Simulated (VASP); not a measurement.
# Pt (Fmmm) in VASP: a series of runs, part 2 of 2

VASP 6.6.1.

## (4) Single point, LDA (normal strain along x -0.0275, normal strain along z -0.0700)

File INCAR:

```
SYSTEM = Pt
PREC = Accurate ; ENCUT = 520
EDIFF = 1E-6 ; ISMEAR = 0
SIGMA = 0.15 ; LREAL = .False.
LASPH = .True. ; NELM = 80
ALGO = Fast ; ISIF = 2
LWAVE = .False. ; LCHARG = .False.
NBANDS = 11
```

File KPOINTS:

```
Automatic mesh
0
Gamma
  20 20 20
  0 0 0
```

File POSCAR:

```
Pt
1.0
    0.0000000000      1.9468328700      1.8105545691
    1.8932949661      0.0000000000      1.8105545691
    1.8932949661      1.9468328700      0.0000000000
Pt
1
Direct
    0.0000000000      0.0000000000      0.0000000000
```

Potentials or basis: VASP PAW LDA potentials, release 64 (Pt).

Started as:

```sh
cat potpaw_LDA.64/Pt/POTCAR > POTCAR
mpirun -np 1 vasp_std > vasp.out
```

OUTCAR:

```text
SYSTEM = Pt
   PREC = Accurate
   ENCUT = 520
   EDIFF = 1E-6
   ISMEAR = 0
   LREAL = .False.
   LASPH = .True.
   NELM = 80
   ISIF = 2

 ion  position               nearest neighbor table
   1  0.000  0.000  0.000-

  LATTYP: Found a face centered orthorhombic cell.
 ALAT       =     3.6211091382
 B/A-ratio  =     1.0456989247
 C/A-ratio  =     1.0752688172

  Lattice vectors:

 A1 = (   1.8932949661,   1.9468328700,   0.0000000000)
 A2 = (   0.0000000000,   1.9468328700,   1.8105545691)
 A3 = (   1.8932949661,   0.0000000000,   1.8105545691)

Analysis of symmetry for initial positions (statically):
=====================================================================
 Subroutine PRICEL returns:
 Original cell was already a primitive cell.

 Routine SETGRP: Setting up the symmetry group for a
 face centered orthorhombic supercell.

 Subroutine GETGRP returns: Found  8 space group operations
 (whereof  8 operations were pure point group operations)
 out of a pool of  8 trial point group operations.

The static configuration has the point symmetry D_2h.

Analysis of symmetry for dynamics (positions and initial velocities):
=====================================================================
 Subroutine PRICEL returns:
 Original cell was already a primitive cell.

 Routine SETGRP: Setting up the symmetry group for a
 face centered orthorhombic supercell.

 Subroutine GETGRP returns: Found  8 space group operations
 (whereof  8 operations were pure point group operations)
 out of a pool of  8 trial point group operations.

The dynamic configuration has the point symmetry D_2h.

 Subroutine INISYM returns: Found  8 space group operations
 (whereof  8 operations are pure point group operations),
 and found     1 'primitive' translations

----------------------------------------------------------------------------------------

                                     Primitive cell

  volume of cell :      13.3472

  direct lattice vectors                    reciprocal lattice vectors
     0.000000000  1.946832870  1.810554569    -0.264089859  0.256827388  0.276158481
     1.893294966  0.000000000  1.810554569     0.264089859 -0.256827388  0.276158481
     1.893294966  1.946832870  0.000000000     0.264089859  0.256827388 -0.276158481

  length of vectors
     2.658621085  2.619670528  2.715644316     0.460399030  0.460399030  0.460399030

  position of ions in fractional coordinates (direct lattice)
     0.000000000  0.000000000  0.000000000

  ion indices of the primitive-cell ions
   primitive index   ion index
                 1           1

----------------------------------------------------------------------------------------

 KPOINTS: Automatic mesh

Automatic generation of k-mesh.
 Grid dimensions read from file:
 generate k-points for:   20   20   20

 Generating k-lattice:

  Cartesian coordinates                     Fractional coordinates (reciprocal lattice)
    -0.013204493  0.012841369  0.013807924     0.050000000  0.000000000  0.000000000
     0.013204493 -0.012841369  0.013807924    -0.000000000  0.050000000 -0.000000000
     0.013204493  0.012841369 -0.013807924     0.000000000 -0.000000000  0.050000000

  Length of vectors
     0.023019952  0.023019952  0.023019952

  Shift w.r.t. Gamma in fractional coordinates (k-lattice)
     0.000000000  0.000000000  0.000000000

 Subroutine IBZKPT returns following result:
 ===========================================

 Found   1166 irreducible k-points:

 Following reciprocal coordinates:
            Coordinates               Weight
  0.000000  0.000000  0.000000      1.000000
  0.050000  0.000000  0.000000      8.000000
  0.100000  0.000000  0.000000      8.000000
  0.150000  0.000000  0.000000      8.000000
  0.200000  0.000000  0.000000      8.000000
  0.250000  0.000000  0.000000      8.000000
[... 16 lines left out ...]
 -0.400000  0.050000 -0.000000      8.000000
 -0.350000  0.050000  0.000000      8.000000
 [... further k-points ...]
   k-points           NKPTS =   1166   k-points in BZ     NKDIM =   1166   number of bands    NBANDS=     11
   number of dos      NEDOS =    301   number of ions     NIONS =      1
   total plane-waves  NPLWV =   8000
   dimension x,y,z NGX =    20 NGY =   20 NGZ =   20
   dimension x,y,z NGXF=    40 NGYF=   40 NGZF=   40
   ions per type =               1
   NGX,Y,Z   is equivalent  to a cutoff of  12.51, 12.69, 12.24 a.u.
   NGXF,Y,Z  is equivalent  to a cutoff of  25.01, 25.38, 24.49 a.u.
 SYSTEM =  Pt
   PREC   = accura    normal or accurate (medium, high low for compatibility)
   ISTART =      0    job   : 0-new  1-cont  2-samecut
   ICHARG =      2    charge: 1-file 2-atom 10-const
   ISPIN  =      1    spin polarized calculation?
   LNONCOLLINEAR =      F non collinear calculations
   LSORBIT =      F    spin-orbit coupling
   LASPH  =      T    aspherical Exc in radial PAW
   ENCUT  =  520.0 eV  38.22 Ry    6.18 a.u.   4.94  4.87  5.05*2*pi/ulx,y,z
   NELM   =     80;   NELMIN=  2; NELMDL= -5     # of ELM steps
   EDIFF  = 0.1E-05   stopping-criterion for ELM
   LREAL  =      F    real-space projection
   EDIFFG = 0.1E-04   stopping-criterion for IOM
   NSW    =      0    number of steps for IOM
   IBRION =     -1    ionic relax: 0-MD 1-quasi-New 2-CG
   NFREE  =      0    steps in history (QN), initial steepest desc. (CG)
   ISIF   =      2    stress and relaxation
   ISYM   =      2    0-nonsym 1-usesym 2-fastsym
   POTIM  = 0.5000    time-step for ionic-motion
   TEBEG  =    0.0;   TEEND  =   0.0 temperature during run
   PSTRESS=    0.0 pullay stress
   NELECT =      10.0000    total number of electrons
   NUPDOWN=      -1.0000    fix difference up-down
   EMIN   =  10.00;   EMAX   =-10.00  energy-range for DOS
   EFERMI =   0.00;   METHOD = LEGACY
   ISMEAR =     0;   SIGMA  =   0.15  broadening in eV -4-tet -1-fermi 0-gaus
   EFERMI_NEDOS =   21; number of points for ismear=-14 and -15
   IALGO  =     68    algorithm
   IMIX   =      4    mixing-type and parameters
     AMIX     =   0.40;   BMIX     =  1.00
     AMIX_MAG =   1.60;   BMIX_MAG =  1.00
  volume/ion in A,a.u.               =      13.35        90.07
  Fermi-wavevector in a.u.,A,eV,Ry     =   1.486889  2.809813 30.080302  2.210840
  Thomas-Fermi vector in A             =   2.600119
   LORBIT       =      0    0 simple, 1 ext, 2 COOP (PROOUT), +10 PAW based schemes
   GGA     = CA    functional components
   LHFCALC =     F    Hartree Fock is set to
   AEXX    =    0.0000 exact exchange contribution
   IVDW    =     0    specifies the selected vdW correction
   LEPSILON=     F    determine dielectric tensor
   LRPA    =     F    only Hartree local field effects (RPA)
 non-spin polarized calculation
 RMM-DIIS sequential band-by-band and
 Gauss-broadening in eV      SIGMA  =   0.15
  energy-cutoff  :      520.00
  volume of cell :       13.35
 maximum number of plane-waves:       372
   NGX =  9   NGY =  9   NGZ =  9

 number of electron      10.0000001 magnetization

 Free energy of the ion-electron system (eV)
  ---------------------------------------------------
  ext. energy  EPLUGINS =         0.00000000
  ---------------------------------------------------
  free energy    TOTEN  =        -7.32836397 eV

  energy without entropy =       -7.31254615  energy(sigma->0) =       -7.32045506

 E-fermi :  13.6849     XC(G=0): -14.4032

 val. band max:       13.6844219660   @ k =   0.3500  -0.4000   0.1000
 cond. band min:      13.6849540640   @ k =  -0.4500   0.0500   0.0500
 fundamental gap:      0.0005320980
 Fermi energy:        13.6849266753

 k-point     1 :       0.0000    0.0000    0.0000
  band No.  band energies     occupation
      1       1.9992      2.00000
      2       8.6011      2.00000
      3       9.0181      2.00000
      4       9.5993      2.00000
      5      11.1587      2.00000
      6      12.2119      2.00000
      7      27.9237      0.00000
      8      32.4612      0.00000
      9      33.2792      0.00000
     10      34.8172      0.00000
     11      39.5300      0.00000

 k-point     2 :       0.0500    0.0000    0.0000
  band No.  band energies     occupation
      1       2.1140      2.00000
      2       8.6203      2.00000
      3       9.0312      2.00000
      4       9.6038      2.00000
      5      11.1402      2.00000
      6      12.1702      2.00000
      7      28.1185      0.00000
      8      32.3945      0.00000
      9      33.2534      0.00000
     10      34.6982      0.00000
     11      40.2342      0.00000
[... 295 lines left out ...]
 k-point    24 :      -0.3500    0.0500    0.0000
  band No.  band energies     occupation
      1       5.0421      2.00000
      2       8.8077      2.00000
      3       9.5334      2.00000
      4      10.1751      2.00000
      5      12.7852      2.00000
      6      13.3905      1.99449
      7      23.8915      0.00000
      8      28.6269      0.00000
      9      34.7784      0.00000
     10      35.6167      0.00000
     11      40.6309      0.00000

 [... further k-points ...]
[... 5 lines left out ...]
  --------------------------------------------------------------------------------------
  -------------------------------------------------------------------------------------
  Total        3.5888973      3.0256867      3.9310362      0.0000000      0.0000000     -0.0000000
  in kB      430.8072910    363.2001081    471.8772776      0.0000000      0.0000000     -0.0000000
  external PRESSURE =     421.9615589 kB  Pullay stress =       0.0000000 kB

 VOLUME and BASIS-vectors are now :
 -----------------------------------------------------------------------------
  energy-cutoff  :      520.00
  volume of cell :       13.35
      direct lattice vectors                 reciprocal lattice vectors
     0.000000000  1.946832870  1.810554569    -0.264089859  0.256827388  0.276158481
     1.893294966  0.000000000  1.810554569     0.264089859 -0.256827388  0.276158481
     1.893294966  1.946832870  0.000000000     0.264089859  0.256827388 -0.276158481

 POSITION                                       TOTAL-FORCE (eV/Angst)
 -----------------------------------------------------------------------------------
      0.00000      0.00000      0.00000         0.000000      0.000000      0.000000
 -----------------------------------------------------------------------------------
    total drift:                                0.000000     -0.000000     -0.000000

  FREE ENERGIE OF THE ION-ELECTRON SYSTEM (eV)
  ---------------------------------------------------
  free  energy   TOTEN  =        -7.3283639696 eV

  energy  without entropy=       -7.3125461478  energy(sigma->0) =       -7.32045506
```

Wall time 4.1 min (1 thread of Intel Xeon 8259CL, shared host); peak memory 0.28 GiB.

Results:

- Free energy: -7.3284 eV
- Pressure: 42.2 GPa
- Band gap on the k mesh: zero (bands 5 and 6 overlap by 3.17 eV)

Caveat: the cell differs from its parent crystal (normal strain along x -0.0275, normal strain along z -0.0700); the stress differs along the axes, from 36 to 47 GPa; spin-orbit coupling is left out, which moves the levels of the heavy elements.

## (5) Summary

```csv
cell,further INCAR settings,gap on the mesh (eV),pressure (GPa)
"a = 2.705, b = 2.592, c = 2.642 Å, angles 62.2, 58.0, 59.8°, 1 atom",ALGO = Fast; EDIFF = 1e-07; NBANDS = 11,none,53.9
"a = 2.729, b = 2.617, c = 2.642 Å, angles 62.5, 58.3, 59.2°, 1 atom",ALGO = Fast; EDIFF = 1e-06; NBANDS = 11,none,44.1
"a = 2.659, b = 2.620, c = 2.716 Å, angles 59.7, 58.3, 61.9°, 1 atom",ALGO = Fast; EDIFF = 1e-06; NBANDS = 11,none,42.2
```

Alike in all rows: task single point; level LDA; potentials or basis VASP PAW LDA potentials, release 64 (Pt); no spin polarisation; k mesh 20 × 20 × 20; cutoff (eV) 520; smearing gaussian 0.15 eV.

Caveats: spin-orbit coupling is left out, which moves the levels of the heavy elements; the stress differs along the axes, from 46 to 60 GPa (at least some runs); the stress differs along the axes, from 39 to 50 GPa (at least some runs); the stress differs along the axes, from 36 to 47 GPa (at least some runs).

Total energies depend on the potentials used, so only differences within one code and one set of settings carry meaning.
